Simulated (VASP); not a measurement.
# NiSb (P6_3/mmc) in VASP: further runs

Runs on NiSb. Level: PBE. Tasks: electric field gradients.

Program: VASP 6.6.1. These are calculated values, not measurements. Logs are shortened: lines on timing, memory, paths and dates and some standing lists are left out, and cuts for length are marked.

## 1. The cell of the first run

The structure is hexagonal, space group P6_3/mmc (No. 194). The conventional cell has a = 3.940 Å, b = 3.940 Å, c = 5.140 Å, α = 90.00°, β = 90.00°, γ = 120.00°. Ni (site symmetry -3m) has 2 Ni at 2.57 Å and 6 Sb at 2.61 Å within 3.4 Å. Within 3.5 Å of Sb (site symmetry -6m2) lie 6 Ni at 2.61 Å and 6 Sb at 3.43 Å.

## 2. Electric field gradients, PBE, collinear spin, ferromagnetic start

INCAR

```
ALGO = Normal ; EDIFF = 1E-8
ENCUT = 520 ; GGA = PE
ISIF = 2 ; ISMEAR = -1
ISPIN = 2 ; LASPH = True
LCHARG = False ; LEFG = True
LMAXMIX = 4 ; LORBIT = 11
LREAL = False ; LWAVE = False
MAGMOM = 3 3 0 0 ; NBANDS = 27
NELM = 150 ; PREC = Accurate
SIGMA = 0.05
```

KPOINTS

```
k-points
0
Gamma
  10 10 7
```

POSCAR

```
NiSb
1.0
    3.9399999606      0.0000000000      0.0000000000
   -1.9699999803      3.4121400568      0.0000000000
    0.0000000000      0.0000000000      5.1400000000
Ni Sb
2 2
Direct
    0.0000000000      0.0000000000      0.0000000000
    0.0000000000      0.0000000000      0.5000000000
    0.3333333333      0.6666666667      0.2500000000
    0.6666666667      0.3333333333      0.7500000000
```

Potentials or basis: VASP PAW PBE potentials, release 64 (Ni, Sb).

On the command line:

```sh
$ cat potpaw_PBE.64/Ni/POTCAR potpaw_PBE.64/Sb/POTCAR > POTCAR
$ mpirun -np 1 vasp_std > vasp.out
```

OUTCAR:

```text
EDIFF = 1E-8
   ENCUT = 520
   GGA = PE
   ISIF = 2
   ISMEAR = -1
   ISPIN = 2
   LASPH = True
   LORBIT = 11
   LREAL = False
   NELM = 150
   PREC = Accurate

 ion  position               nearest neighbor table
   1  0.000  0.000  0.000-   2 2.57   2 2.57   4 2.61   3 2.61   4 2.61   3 2.61   4 2.61   3 2.61

   2  0.000  0.000  0.500-   1 2.57   1 2.57   4 2.61   3 2.61   4 2.61   3 2.61   4 2.61   3 2.61

   3  0.333  0.667  0.250-   1 2.61   2 2.61   1 2.61   2 2.61   1 2.61   2 2.61   4 3.43   4 3.43
                             4 3.43   4 3.43   4 3.43   4 3.43
   4  0.667  0.333  0.750-   1 2.61   2 2.61   1 2.61   2 2.61   1 2.61   2 2.61   3 3.43   3 3.43
                             3 3.43   3 3.43   3 3.43   3 3.43

  LATTYP: Found a hexagonal cell.
 ALAT       =     3.9399999606
 C/A-ratio  =     1.3045685410

  Lattice vectors:

 A1 = (   3.9399999606,   0.0000000000,   0.0000000000)
 A2 = (  -1.9699999803,   3.4121400568,   0.0000000000)
 A3 = (   0.0000000000,   0.0000000000,   5.1400000000)

Analysis of symmetry for initial positions (statically):
=====================================================================
 Subroutine PRICEL returns:
 Original cell was already a primitive cell.

 Routine SETGRP: Setting up the symmetry group for a
 hexagonal supercell.

 Subroutine GETGRP returns: Found 24 space group operations
 (whereof 12 operations were pure point group operations)
 out of a pool of 24 trial point group operations.

The static configuration has the point symmetry D_3d.
 The point group associated with its full space group is D_6h.

Analysis of symmetry for dynamics (positions and initial velocities):
=====================================================================
 Subroutine PRICEL returns:
 Original cell was already a primitive cell.

 Routine SETGRP: Setting up the symmetry group for a
 hexagonal supercell.

 Subroutine GETGRP returns: Found 24 space group operations
 (whereof 12 operations were pure point group operations)
 out of a pool of 24 trial point group operations.

The dynamic configuration has the point symmetry D_3d.
 The point group associated with its full space group is D_6h.

Analysis of structural, dynamic, and magnetic symmetry:
=====================================================================
 Subroutine PRICEL returns:
 Original cell was already a primitive cell.

 Routine SETGRP: Setting up the symmetry group for a
 hexagonal supercell.

 Subroutine GETGRP returns: Found 24 space group operations
 (whereof 12 operations were pure point group operations)
 out of a pool of 24 trial point group operations.

The overall configuration has the point symmetry D_3d.
 The point group associated with its full space group is D_6h.

 Subroutine INISYM returns: Found 24 space group operations
 (whereof 12 operations are pure point group operations),
 and found     1 'primitive' translations

----------------------------------------------------------------------------------------

                                     Primitive cell

  volume of cell :      69.1013

  direct lattice vectors                    reciprocal lattice vectors
     3.939999961  0.000000000  0.000000000     0.253807109  0.146535603  0.000000000
    -1.969999980  3.412140057  0.000000000     0.000000000  0.293071206  0.000000000
     0.000000000  0.000000000  5.140000000     0.000000000  0.000000000  0.194552529

  length of vectors
     3.939999961  3.939999961  5.140000000     0.293071206  0.293071206  0.194552529

  position of ions in fractional coordinates (direct lattice)
     0.000000000  0.000000000  0.000000000
     0.000000000  0.000000000  0.500000000
     0.333333333  0.666666667  0.250000000
     0.666666667  0.333333333  0.750000000

[... 91 lines left out ...]
   EMIN   =  10.00;   EMAX   =-10.00  energy-range for DOS
   EFERMI =   0.00;   METHOD = LEGACY
   ISMEAR =    -1;   SIGMA  =   0.05  broadening in eV -4-tet -1-fermi 0-gaus
   EFERMI_NEDOS =   21; number of points for ismear=-14 and -15
   IALGO  =     38    algorithm
   IMIX   =      4    mixing-type and parameters
     AMIX     =   0.40;   BMIX     =  1.00
     AMIX_MAG =   1.60;   BMIX_MAG =  1.00
  volume/ion in A,a.u.               =      17.28       116.58
  Fermi-wavevector in a.u.,A,eV,Ry     =   1.239614  2.342531 20.907300  1.536643
  Thomas-Fermi vector in A             =   2.374090
   LORBIT       =     11    0 simple, 1 ext, 2 COOP (PROOUT), +10 PAW based schemes
   GGA     = PE    functional components
   LHFCALC =     F    Hartree Fock is set to
   AEXX    =    0.0000 exact exchange contribution
   IVDW    =     0    specifies the selected vdW correction
   LEPSILON=     F    determine dielectric tensor
   LRPA    =     F    only Hartree local field effects (RPA)
 spin polarized calculation
  energy-cutoff  :      520.00
  volume of cell :       69.10
 maximum number of plane-waves:      1903
 NGX is ok and might be reduce to    30
   NGX = 15   NGY = 15   NGZ = 19

 number of electron      30.0000030 magnetization       0.0000003

 number of electron      30.0000030 magnetization      -0.0000001

 Free energy of the ion-electron system (eV)
  ---------------------------------------------------
  ext. energy  EPLUGINS =         0.00000000
  ---------------------------------------------------
  free energy    TOTEN  =       -20.30501048 eV

  energy without entropy =      -20.28609795  energy(sigma->0) =      -20.29555422

 E-fermi :   9.8901     XC(G=0): -11.4816

 val. band max:        9.8766305313   @ k =   0.0000   0.0000   0.0000
 cond. band min:       9.8958717999   @ k =   0.2000   0.2000   0.2857
 fundamental gap:      0.0192412686
 Fermi energy:         9.8901438770

 spin component 1

 k-point     1 :       0.0000    0.0000    0.0000
  band No.  band energies     occupation
      1      -2.9961      1.00000
      2       1.4997      1.00000
      3       3.7151      1.00000
      4       6.0279      1.00000
      5       6.0279      1.00000
      6       6.7893      1.00000
[... 709 lines left out ...]
     26      22.5819      0.00000
     27      23.1242      0.00000

 [... further k-points ...]

 spin component 2

 k-point     1 :       0.0000    0.0000    0.0000
  band No.  band energies     occupation
      1      -2.9961      1.00000
      2       1.4997      1.00000
      3       3.7151      1.00000
      4       6.0279      1.00000
      5       6.0279      1.00000
      6       6.7893      1.00000
[... 709 lines left out ...]
     26      22.5819      0.00000
     27      23.1242      0.00000

 [... further k-points ...]

------------------------ aborting loop because EDIFF is reached ----------------------------------------

  FORCE on cell =-STRESS in cart. coord.  units (eV):
  Direction    XX          YY          ZZ          XY          YZ          ZX
  --------------------------------------------------------------------------------------
  -------------------------------------------------------------------------------------
  Total        1.1129044      1.1129044      0.9627997      0.0000000      0.0000000      0.0000000
  in kB       25.8037155     25.8037155     22.3234006      0.0000000      0.0000000      0.0000000
  external PRESSURE =      24.6436105 kB  Pullay stress =       0.0000000 kB

 VOLUME and BASIS-vectors are now :
 -----------------------------------------------------------------------------
  energy-cutoff  :      520.00
  volume of cell :       69.10
      direct lattice vectors                 reciprocal lattice vectors
     3.939999961  0.000000000  0.000000000     0.253807109  0.146535603  0.000000000
    -1.969999980  3.412140057  0.000000000     0.000000000  0.293071206  0.000000000
     0.000000000  0.000000000  5.140000000     0.000000000  0.000000000  0.194552529

 POSITION                                       TOTAL-FORCE (eV/Angst)
 -----------------------------------------------------------------------------------
      0.00000      0.00000      0.00000         0.000000      0.000000      0.000000
      0.00000      0.00000      2.57000         0.000000      0.000000      0.000000
     -0.00000      2.27476      1.28500        -0.000000      0.000000     -0.000000
      1.97000      1.13738      3.85500         0.000000     -0.000000     -0.000000
 -----------------------------------------------------------------------------------
    total drift:                                0.000000     -0.000000     -0.000000

  FREE ENERGIE OF THE ION-ELECTRON SYSTEM (eV)
  ---------------------------------------------------
  free  energy   TOTEN  =       -20.3050104766 eV

  energy  without entropy=      -20.2860979547  energy(sigma->0) =      -20.29555422

 Electric field gradients (V/A^2)
---------------------------------------------------------------------
 ion       V_xx      V_yy      V_zz      V_xy      V_xz      V_yz
---------------------------------------------------------------------
   1      10.566    10.564   -21.130    -0.002    -0.000     0.000
   2      10.566    10.564   -21.130    -0.002     0.000    -0.000
   3     -38.242   -38.243    76.485    -0.000     0.000    -0.000
   4     -38.242   -38.243    76.485    -0.000    -0.000     0.000
---------------------------------------------------------------------

 Electric field gradients after diagonalization (V/A^2)
 (convention: |V_zz| > |V_xx| > |V_yy|)
----------------------------------------------------------------------
 ion       V_xx      V_yy      V_zz     asymmetry (V_yy - V_xx)/ V_zz
----------------------------------------------------------------------
   1      10.567    10.563   -21.130       0.000
   2      10.567    10.563   -21.130       0.000
   3     -38.243   -38.242    76.485       0.000
   4     -38.243   -38.242    76.485       0.000
----------------------------------------------------------------------

           NMR quadrupolar parameters

 Cq : quadrupolar parameter    Cq=e*Q*V_zz/h
 eta: asymmetry parameters     (V_yy - V_xx)/ V_zz
 Q  : nuclear electric quadrupole moment in mb (millibarn)
----------------------------------------------------------------------
 ion       Cq(MHz)       eta       Q (mb)
----------------------------------------------------------------------
   1      -0.051       0.000       1.000
   2      -0.051       0.000       1.000
   3       0.185       0.000       1.000
   4       0.185       0.000       1.000
----------------------------------------------------------------------

 total charge

# of ion       s       p       d       tot
------------------------------------------
    1        0.447   0.477   8.461   9.384
    2        0.447   0.477   8.461   9.384
    3        1.133   1.217   0.074   2.425
    4        1.133   1.217   0.074   2.425
--------------------------------------------------
tot          3.159   3.388  17.070  23.618

 magnetization (x)

# of ion       s       p       d       tot
------------------------------------------
    1       -0.000  -0.000  -0.000  -0.000
    2       -0.000  -0.000  -0.000  -0.000
    3        0.000   0.000   0.000   0.000
    4        0.000   0.000   0.000   0.000
--------------------------------------------------
tot         -0.000   0.000  -0.000  -0.000
```

It took 5.5 min on 1 thread of AMD EPYC 7R13, shared host; peak memory 0.29 GiB.

What came out:

| Property | Result |
| --- | --- |
| Free energy | -20.3050 eV |
| Pressure | 2.5 GPa |
| Band gap on the k mesh | zero (filled and empty bands overlap) |
| Net moment | 0.00 μB per cell |
| Largest electric field gradient by atom | Ni -21.1; Sb +76.5 V/Å² |
| Valence electrons inside the program's atomic spheres | Ni 9.38; Sb 2.42 |

Electric field gradients, principal values (V/Å²):
| atom | least | middle | greatest (by size) |
| --- | --- | --- | --- |
| 1 Ni | 10.563 | 10.567 | -21.130 |
| 2 Ni | 10.563 | 10.567 | -21.130 |
| 3 Sb | -38.242 | -38.243 | 76.485 |
| 4 Sb | -38.242 | -38.243 | 76.485 |

Caveat: without QUAD_EFG the Cq values of the log hold for a quadrupole moment of 1 mb, not for the nuclei; spin-orbit coupling is left out, which moves the levels of the heavy elements.

## 3. Electric field gradients, PBE, collinear spin, ferromagnetic start

INCAR

```
SYSTEM = NiSb
PREC = Accurate
ENCUT = 520
EDIFF = 1E-8
ISMEAR = -1
SIGMA = 0.02
LREAL = .FALSE.
LASPH = .TRUE.
NELM = 150
ALGO = Normal
ISIF = 2
LWAVE = .FALSE.
LCHARG = .FALSE.
ISPIN = 2
MAGMOM = 3 3 0 0
LORBIT = 11
LMAXMIX = 4
GGA = PE
LEFG = .TRUE.
NBANDS = 27
```

KPOINTS

```
Automatic mesh
0
G
  8 8 6
  0 0 0
```

POSCAR is that of step 2.

Potentials or basis: VASP PAW PBE potentials, release 64 (Ni, Sb).

On the command line:

```sh
$ cat potpaw_PBE.64/Ni/POTCAR potpaw_PBE.64/Sb/POTCAR > POTCAR
$ mpirun -np 1 vasp_std > vasp.out
```

OUTCAR:

```text
SYSTEM = NiSb
   PREC = Accurate
   ENCUT = 520
   EDIFF = 1E-8
   ISMEAR = -1
   LREAL = .FALSE.
   LASPH = .TRUE.
   NELM = 150
   ISIF = 2
   ISPIN = 2
   LORBIT = 11
   GGA = PE

 ion  position               nearest neighbor table
   1  0.000  0.000  0.000-   2 2.57   2 2.57   4 2.61   3 2.61   4 2.61   3 2.61   4 2.61   3 2.61

   2  0.000  0.000  0.500-   1 2.57   1 2.57   4 2.61   3 2.61   4 2.61   3 2.61   4 2.61   3 2.61

   3  0.333  0.667  0.250-   1 2.61   2 2.61   1 2.61   2 2.61   1 2.61   2 2.61   4 3.43   4 3.43
                             4 3.43   4 3.43   4 3.43   4 3.43
   4  0.667  0.333  0.750-   1 2.61   2 2.61   1 2.61   2 2.61   1 2.61   2 2.61   3 3.43   3 3.43
                             3 3.43   3 3.43   3 3.43   3 3.43

  LATTYP: Found a hexagonal cell.
 ALAT       =     3.9399999606
 C/A-ratio  =     1.3045685410

  Lattice vectors:

 A1 = (   3.9399999606,   0.0000000000,   0.0000000000)
[... 1706 lines left out ...]
   3     -40.057   -40.057    80.114       0.000
   4     -40.057   -40.057    80.114       0.000
----------------------------------------------------------------------

           NMR quadrupolar parameters

 Cq : quadrupolar parameter    Cq=e*Q*V_zz/h
 eta: asymmetry parameters     (V_yy - V_xx)/ V_zz
 Q  : nuclear electric quadrupole moment in mb (millibarn)
----------------------------------------------------------------------
 ion       Cq(MHz)       eta       Q (mb)
----------------------------------------------------------------------
   1      -0.049       0.000       1.000
   2      -0.049       0.000       1.000
   3       0.194       0.000       1.000
   4       0.194       0.000       1.000
----------------------------------------------------------------------

 total charge

# of ion       s       p       d       tot
------------------------------------------
    1        0.447   0.476   8.464   9.386
    2        0.447   0.476   8.464   9.386
    3        1.135   1.215   0.074   2.424
    4        1.135   1.215   0.074   2.424
--------------------------------------------------
tot          3.163   3.382  17.076  23.621

 magnetization (x)

# of ion       s       p       d       tot
------------------------------------------
    1       -0.000   0.000  -0.000  -0.000
    2       -0.000   0.000  -0.000  -0.000
    3       -0.000   0.000  -0.000   0.000
    4       -0.000   0.000  -0.000   0.000
--------------------------------------------------
tot         -0.000   0.000  -0.000  -0.000
```

OSZICAR:

```text
N       E                     dE             d eps       ncg     rms          rms(c)
DAV:   1     0.177578320519E+03    0.17758E+03   -0.12093E+04  4336   0.114E+03
DAV:   2    -0.875684877294E+01   -0.18634E+03   -0.17421E+03  4399   0.253E+02
[... 13 lines left out ...]
DAV:  16    -0.202995011804E+02    0.66358E-06   -0.25256E-07  5341   0.489E-03    0.161E-03
DAV:  17    -0.202995008273E+02    0.35309E-06   -0.72508E-08  4787   0.221E-03    0.657E-04
DAV:  18    -0.202995007530E+02    0.74255E-07   -0.83384E-09  3561   0.834E-04    0.516E-04
DAV:  19    -0.202995007802E+02   -0.27126E-07   -0.17720E-09  2421   0.474E-04    0.250E-04
DAV:  20    -0.202995008073E+02   -0.27153E-07   -0.65471E-10  2373   0.271E-04    0.847E-05
DAV:  21    -0.202995008166E+02   -0.92246E-08   -0.24930E-10  2346   0.111E-04
   1 F= -.20299501E+02 E0= -.20298380E+02  d E =-.224138E-02  mag=    -0.0000
```

stdout:

```text
POSCAR found type information on POSCAR NiSb
 POSCAR found :  2 types and       4 ions
 scaLAPACK will be used
 LDA part: xc-table for (Slater+PW92), standard interpolation
 POSCAR, INCAR and KPOINTS ok, starting setup
 FFT: planning ... GRIDC
 FFT: planning ... GRID_SOFT
 FFT: planning ... GRID
 WAVECAR not read
 entering main loop
ion   1

ion   2

ion   3

ion   4
```

It took 3.3 min on 1 thread of Intel Xeon Platinum 8259CL at 2.50GHz (Skylake/Cascade Lake), shared host; peak memory 0.28 GiB.

What came out:

| Item | Value |
| --- | --- |
| Free energy | -20.2995 eV |
| Pressure | 2.5 GPa |
| Band gap on the k mesh | zero (filled and empty bands overlap) |
| Net moment | 0.00 μB per cell |
| Largest electric field gradient by atom | Ni -20.4; Sb +80.1 V/Å² |
| Valence electrons inside the program's atomic spheres | Ni 9.39; Sb 2.42 |

Levels at points of the mesh, in eV from the Fermi level:
Spin up:
```tsv
k point	band 11	band 12	band 13	band 14	band 15	band 16	band 17	band 18	band 19	band 20
(0.00, 0.00, 0.00)	-1.36	-1.36	-0.07	0.55	0.55	2.42	2.42	3.09	3.95	5.23
(0.50, 0.00, 0.00)	-2.10	-1.87	-1.61	-1.42	-1.35	-0.40	1.09	3.39	3.90	5.29
(0.00, 0.00, 0.50)	-2.11	-2.11	0.19	0.19	2.02	2.02	2.02	2.02	5.13	5.13
(0.50, 0.00, 0.50)	-1.93	-1.93	-1.83	-1.83	0.16	0.16	1.63	1.63	5.11	5.11
```
Spin down:
```csv
k point,band 13,band 14,band 15,band 16,band 17,band 18
"(0.00, 0.00, 0.00)",-0.07,0.55,0.55,2.42,2.42,3.09
"(0.50, 0.00, 0.00)",-1.61,-1.42,-1.35,-0.40,1.09,3.39
"(0.00, 0.00, 0.50)",0.19,0.19,2.02,2.02,2.02,2.02
"(0.50, 0.00, 0.50)",-1.83,-1.83,0.16,0.16,1.63,1.63
```

Electric field gradients, principal values (V/Å²):
| atom | least | middle | greatest (by size) |
| --- | --- | --- | --- |
| 1 Ni | 10.190 | 10.195 | -20.385 |
| 2 Ni | 10.190 | 10.195 | -20.385 |
| 3 Sb | -40.057 | -40.057 | 80.114 |
| 4 Sb | -40.057 | -40.057 | 80.114 |

Caveat: without QUAD_EFG the Cq values of the log hold for a quadrupole moment of 1 mb, not for the nuclei; spin-orbit coupling is left out, which moves the levels of the heavy elements.
